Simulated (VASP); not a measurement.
# Fe (P6_3/mmc) in VASP: notebook

The runs below take Fe through single point, relaxation of cell and atoms, with revPBE+D4, BLYP, PBEsol+D4.

Program: VASP 6.6.1. These are calculated values, not measurements. Logs are shortened: lines on timing, memory, paths and dates and some standing lists are left out, and cuts for length are marked.

### 1 The cell of the first run

It takes space group P6_3/mmc (No. 194, hexagonal). The conventional cell has a = 2.442 Å, b = 2.442 Å, c = 3.871 Å, α = 90.00°, β = 90.00°, γ = 120.00°. Within 3.2 Å of Fe (site symmetry -6m2) lie 12 Fe at 2.39 to 2.44 Å.

This isn't the form of Fe at room conditions, which is bcc.

### 2 Single point, revPBE+D4, collinear spin, ferromagnetic start

INCAR

```
SYSTEM = Fe
PREC = Accurate ; ENCUT = 600
EDIFF = 1E-6 ; ISMEAR = -1
SIGMA = 0.05 ; LREAL = .False.
LASPH = .True. ; NELM = 200
ALGO = Normal ; ISIF = 2
LWAVE = .False. ; LCHARG = .False.
ISPIN = 2 ; MAGMOM = 3 3
LORBIT = 11 ; LMAXMIX = 4
GGA = RE ; IVDW = 13
NBANDS = 19 ; GGA_COMPAT = .False.
```

KPOINTS

```
regular mesh
0
Gamma
  12 12 7
  0 0 0
```

POSCAR

```
Fe
1.0
    2.4419173410      0.0000000000      0.0000000000
   -1.2209586705      2.1147624513      0.0000000000
    0.0000000000      0.0000000000      3.8705761464
Fe
2
Direct
    0.6666666667      0.3333333333      0.7500000000
    0.3333333333      0.6666666667      0.2500000000
```

Potentials or basis: VASP PAW PBE potentials, release 64 (Fe).

The run is started by

```sh
cat potpaw_PBE.64/Fe/POTCAR > POTCAR
mpirun -np 1 vasp_std > vasp.out
```

OUTCAR:

```text
SYSTEM = Fe
   PREC = Accurate
   ENCUT = 600
   EDIFF = 1E-6
   ISMEAR = -1
   LREAL = .False.
   LASPH = .True.
   NELM = 200
   ISIF = 2
   ISPIN = 2
   LORBIT = 11
   GGA = RE
   IVDW = 13

 ion  position               nearest neighbor table
   1  0.667  0.333  0.750-   2 2.39   2 2.39   2 2.39   2 2.39   2 2.39   2 2.39
   2  0.333  0.667  0.250-   1 2.39   1 2.39   1 2.39   1 2.39   1 2.39   1 2.39

  LATTYP: Found a hexagonal cell.
 ALAT       =     2.4419173410
 C/A-ratio  =     1.5850561694

  Lattice vectors:

 A1 = (   2.4419173410,   0.0000000000,   0.0000000000)
 A2 = (  -1.2209586705,   2.1147624513,   0.0000000000)
 A3 = (   0.0000000000,   0.0000000000,   3.8705761464)

Analysis of symmetry for initial positions (statically):
=====================================================================
 Subroutine PRICEL returns:
 Original cell was already a primitive cell.

 Routine SETGRP: Setting up the symmetry group for a
 hexagonal supercell.

 Subroutine GETGRP returns: Found 24 space group operations
 (whereof 12 operations were pure point group operations)
 out of a pool of 24 trial point group operations.

The static configuration has the point symmetry D_3d.
 The point group associated with its full space group is D_6h.

Analysis of symmetry for dynamics (positions and initial velocities):
=====================================================================
 Subroutine PRICEL returns:
 Original cell was already a primitive cell.

 Routine SETGRP: Setting up the symmetry group for a
 hexagonal supercell.

 Subroutine GETGRP returns: Found 24 space group operations
 (whereof 12 operations were pure point group operations)
 out of a pool of 24 trial point group operations.

The dynamic configuration has the point symmetry D_3d.
 The point group associated with its full space group is D_6h.

Analysis of structural, dynamic, and magnetic symmetry:
=====================================================================
 Subroutine PRICEL returns:
 Original cell was already a primitive cell.

 Routine SETGRP: Setting up the symmetry group for a
 hexagonal supercell.

 Subroutine GETGRP returns: Found 24 space group operations
 (whereof 12 operations were pure point group operations)
 out of a pool of 24 trial point group operations.

The overall configuration has the point symmetry D_3d.
 The point group associated with its full space group is D_6h.

 Subroutine INISYM returns: Found 24 space group operations
 (whereof 12 operations are pure point group operations),
 and found     1 'primitive' translations

----------------------------------------------------------------------------------------

                                     Primitive cell

  volume of cell :      19.9879

  direct lattice vectors                    reciprocal lattice vectors
     2.441917341  0.000000000  0.000000000     0.409514271  0.236433175  0.000000000
    -1.220958670  2.114762451  0.000000000     0.000000000  0.472866349  0.000000000
     0.000000000  0.000000000  3.870576146     0.000000000  0.000000000  0.258359470

  length of vectors
     2.441917341  2.441917341  3.870576146     0.472866349  0.472866349  0.258359470

  position of ions in fractional coordinates (direct lattice)
     0.666666667  0.333333333  0.750000000
     0.333333333  0.666666667  0.250000000

  ion indices of the primitive-cell ions
   primitive index   ion index
                 1           1
                 2           2

----------------------------------------------------------------------------------------

 KPOINTS: regular mesh

Automatic generation of k-mesh.
 Grid dimensions read from file:
 generate k-points for:   12   12    7

 Generating k-lattice:

  Cartesian coordinates                     Fractional coordinates (reciprocal lattice)
     0.034126189  0.019702765  0.000000000     0.083333333  0.000000000  0.000000000
     0.000000000  0.039405529  0.000000000     0.000000000  0.083333333  0.000000000
     0.000000000  0.000000000  0.036908496     0.000000000  0.000000000  0.142857143

  Length of vectors
     0.039405529  0.039405529  0.036908496

  Shift w.r.t. Gamma in fractional coordinates (k-lattice)
     0.000000000  0.000000000  0.000000000

 Subroutine IBZKPT returns following result:
 ===========================================

 Found     76 irreducible k-points:

 Following reciprocal coordinates:
            Coordinates               Weight
  0.000000  0.000000  0.000000      1.000000
  0.083333 -0.000000  0.000000      6.000000
  0.166667  0.000000  0.000000      6.000000
  0.250000  0.000000  0.000000      6.000000
  0.333333 -0.000000  0.000000      6.000000
  0.416667 -0.000000  0.000000      6.000000
[... 16 lines left out ...]
  0.250000  0.000000  0.142857     12.000000
  0.333333 -0.000000  0.142857     12.000000
 [... further k-points ...]
   k-points           NKPTS =     76   k-points in BZ     NKDIM =     76   number of bands    NBANDS=     19
   number of dos      NEDOS =    301   number of ions     NIONS =      2
   total plane-waves  NPLWV =  12800
   dimension x,y,z NGX =    20 NGY =   20 NGZ =   32
   dimension x,y,z NGXF=    40 NGYF=   40 NGZF=   64
   ions per type =               2
   NGX,Y,Z   is equivalent  to a cutoff of  13.62, 13.62, 13.74 a.u.
   NGXF,Y,Z  is equivalent  to a cutoff of  27.23, 27.23, 27.49 a.u.
 SYSTEM =  Fe
   PREC   = accura    normal or accurate (medium, high low for compatibility)
   ISTART =      0    job   : 0-new  1-cont  2-samecut
   ICHARG =      2    charge: 1-file 2-atom 10-const
   ISPIN  =      2    spin polarized calculation?
   LNONCOLLINEAR =      F non collinear calculations
   LSORBIT =      F    spin-orbit coupling
   LASPH  =      T    aspherical Exc in radial PAW
   ENCUT  =  600.0 eV  44.10 Ry    6.64 a.u.   4.88  4.88  7.73*2*pi/ulx,y,z
   NELM   =    200;   NELMIN=  2; NELMDL= -5     # of ELM steps
   EDIFF  = 0.1E-05   stopping-criterion for ELM
   LREAL  =      F    real-space projection
   EDIFFG = 0.1E-04   stopping-criterion for IOM
   NSW    =      0    number of steps for IOM
   IBRION =     -1    ionic relax: 0-MD 1-quasi-New 2-CG
   NFREE  =      0    steps in history (QN), initial steepest desc. (CG)
   ISIF   =      2    stress and relaxation
   ISYM   =      2    0-nonsym 1-usesym 2-fastsym
   POTIM  = 0.5000    time-step for ionic-motion
   TEBEG  =    0.0;   TEEND  =   0.0 temperature during run
   PSTRESS=    0.0 pullay stress
   NELECT =      16.0000    total number of electrons
   NUPDOWN=      -1.0000    fix difference up-down
   EMIN   =  10.00;   EMAX   =-10.00  energy-range for DOS
   EFERMI =   0.00;   METHOD = LEGACY
   ISMEAR =    -1;   SIGMA  =   0.05  broadening in eV -4-tet -1-fermi 0-gaus
   EFERMI_NEDOS =   21; number of points for ismear=-14 and -15
   IALGO  =     38    algorithm
   IMIX   =      4    mixing-type and parameters
     AMIX     =   0.40;   BMIX     =  1.00
     AMIX_MAG =   1.60;   BMIX_MAG =  1.00
  volume/ion in A,a.u.               =       9.99        67.44
  Fermi-wavevector in a.u.,A,eV,Ry     =   1.520053  2.872484 31.437098  2.310562
  Thomas-Fermi vector in A             =   2.628956
   LORBIT       =     11    0 simple, 1 ext, 2 COOP (PROOUT), +10 PAW based schemes
   GGA     = RE    functional components
   LHFCALC =     F    Hartree Fock is set to
   AEXX    =    0.0000 exact exchange contribution
   IVDW    =    13    specifies the selected vdW correction
   LEPSILON=     F    determine dielectric tensor
   LRPA    =     F    only Hartree local field effects (RPA)
 spin polarized calculation
  energy-cutoff  :      600.00
  volume of cell :       19.99
 maximum number of plane-waves:       699
 NGX is ok and might be reduce to    20
   NGX =  9   NGY =  9   NGZ = 15

 number of electron      15.9999993 magnetization       0.0012722

 number of electron      15.9999993 magnetization      -0.0023372

 Free energy of the ion-electron system (eV)
  ---------------------------------------------------
  ext. energy  EPLUGINS =         0.00000000
  ---------------------------------------------------
  free energy    TOTEN  =       -15.41078275 eV

  energy without entropy =      -15.39099627  energy(sigma->0) =      -15.40088951

 E-fermi :   7.2415     XC(G=0): -13.8475

 val. band max:        7.2370917479   @ k =   0.3333   0.2500   0.2857
 cond. band min:       7.2697719122   @ k =   0.4167   0.0833   0.4286
 fundamental gap:      0.0326801643
 Fermi energy:         7.2414919008

 spin component 1

 k-point     1 :       0.0000    0.0000    0.0000
  band No.  band energies     occupation
      1      -1.8107      1.00000
      2       2.1769      1.00000
      3       5.5275      1.00000
      4       5.5275      1.00000
      5       5.6437      1.00000
      6       6.0024      1.00000
[... 11 lines left out ...]
     18      33.8331      0.00000
     19      34.7162      0.00000

 k-point     2 :       0.0833   -0.0000    0.0000
  band No.  band energies     occupation
      1      -1.5488      1.00000
      2       2.3466      1.00000
      3       5.2240      1.00000
      4       5.6761      1.00000
      5       5.8724      1.00000
      6       5.9484      1.00000
[... 11 lines left out ...]
     18      34.1562      0.00000
     19      35.4752      0.00000

 k-point     3 :       0.1667    0.0000    0.0000
  band No.  band energies     occupation
      1      -0.7968      1.00000
      2       2.7666      1.00000
      3       4.8058      1.00000
      4       5.1136      1.00000
      5       5.7183      1.00000
      6       6.0209      1.00000
[... 434 lines left out ...]
      1       0.4940      1.00000
      2       3.1704      1.00000
      3       4.0413      1.00000
      4       4.5638      1.00000
      5       5.4282      1.00000
      6       5.7631      1.00000
[... 11 lines left out ...]
     18      32.1600      0.00000
     19      34.7776      0.00000

 k-point    24 :       0.3333   -0.0000    0.1429
  band No.  band energies     occupation
      1       1.5985      1.00000
      2       3.0770      1.00000
      3       3.5394      1.00000
      4       4.4776      1.00000
      5       5.5606      1.00000
      6       5.5920      1.00000
[... 11 lines left out ...]
     18      31.3229      0.00000
     19      32.9572      0.00000

 [... further k-points ...]

 spin component 2

 k-point     1 :       0.0000    0.0000    0.0000
  band No.  band energies     occupation
      1      -1.8109      1.00000
      2       2.1760      1.00000
      3       5.5264      1.00000
      4       5.5264      1.00000
      5       5.6424      1.00000
      6       6.0013      1.00000
[... 11 lines left out ...]
     18      33.8327      0.00000
     19      34.7157      0.00000

 k-point     2 :       0.0833   -0.0000    0.0000
  band No.  band energies     occupation
      1      -1.5490      1.00000
      2       2.3457      1.00000
      3       5.2228      1.00000
      4       5.6750      1.00000
      5       5.8711      1.00000
      6       5.9471      1.00000
[... 11 lines left out ...]
     18      34.1559      0.00000
     19      35.4751      0.00000

 k-point     3 :       0.1667    0.0000    0.0000
  band No.  band energies     occupation
      1      -0.7970      1.00000
      2       2.7656      1.00000
      3       4.8047      1.00000
      4       5.1130      1.00000
      5       5.7171      1.00000
      6       6.0200      1.00000
[... 434 lines left out ...]
      1       0.4937      1.00000
      2       3.1695      1.00000
      3       4.0406      1.00000
      4       4.5628      1.00000
      5       5.4271      1.00000
      6       5.7622      1.00000
[... 11 lines left out ...]
     18      32.1596      0.00000
     19      34.7772      0.00000

 k-point    24 :       0.3333   -0.0000    0.1429
  band No.  band energies     occupation
      1       1.5981      1.00000
      2       3.0761      1.00000
      3       3.5388      1.00000
      4       4.4767      1.00000
      5       5.5598      1.00000
      6       5.5908      1.00000
[... 11 lines left out ...]
     18      31.3226      0.00000
     19      32.9568      0.00000

 [... further k-points ...]

------------------------ aborting loop because EDIFF is reached ----------------------------------------

  DFT-D4 for vdW energy calculation

  Edisp (eV):   -1.33404

  FORCE on cell =-STRESS in cart. coord.  units (eV):
  Direction    XX          YY          ZZ          XY          YZ          ZX
  --------------------------------------------------------------------------------------
  -------------------------------------------------------------------------------------
  Total      -0.07969    -0.07969    -0.08232    -0.00000     0.00000     0.00000
  in kB      -6.38746    -6.38746    -6.59832    -0.00000     0.00000     0.00000
  external pressure =       -6.46 kB  Pullay stress =        0.00 kB

 VOLUME and BASIS-vectors are now :
 -----------------------------------------------------------------------------
  energy-cutoff  :      600.00
  volume of cell :       19.99
      direct lattice vectors                 reciprocal lattice vectors
     2.441917341  0.000000000  0.000000000     0.409514271  0.236433175  0.000000000
    -1.220958670  2.114762451  0.000000000     0.000000000  0.472866349  0.000000000
     0.000000000  0.000000000  3.870576146     0.000000000  0.000000000  0.258359470

 POSITION                                       TOTAL-FORCE (eV/Angst)
 -----------------------------------------------------------------------------------
      1.22096      0.70492      2.90293        -0.000000     -0.000000      0.000000
     -0.00000      1.40984      0.96764         0.000000      0.000000      0.000000
 -----------------------------------------------------------------------------------
    total drift:                               -0.000000      0.000000     -0.000000

  FREE ENERGIE OF THE ION-ELECTRON SYSTEM (eV)
  ---------------------------------------------------
  free  energy   TOTEN  =       -16.7448274424 eV

  energy  without entropy=      -16.7250409615  energy(sigma->0) =      -16.73493420

 total charge

# of ion       s       p       d       tot
------------------------------------------
    1        0.545   0.656   6.357   7.559
    2        0.545   0.656   6.357   7.559
--------------------------------------------------
tot          1.091   1.312  12.715  15.118

 magnetization (x)

# of ion       s       p       d       tot
------------------------------------------
    1        0.000   0.000  -0.001  -0.001
    2        0.000   0.000  -0.001  -0.001
--------------------------------------------------
tot          0.000   0.000  -0.001  -0.001
```

It used 150 s of CPU time on 1 thread of Intel Xeon 8259CL, on a shared host.

What came out:

```yaml
Free_energy: -16.7448 eV
Pressure: -0.6 GPa
Band_gap_on_the_k_mesh: zero (filled and empty bands overlap)
Net_moment: 0.00 μB per cell
Valence_electrons_inside_the_program's_atomic_spheres: Fe 7.56
Dispersion_energy_per_atom: -0.667 eV
```

Caveat: the PAW data sets were made with another functional, which shifts forces and pressure a little.

(Part 1 of 3 ends here.)
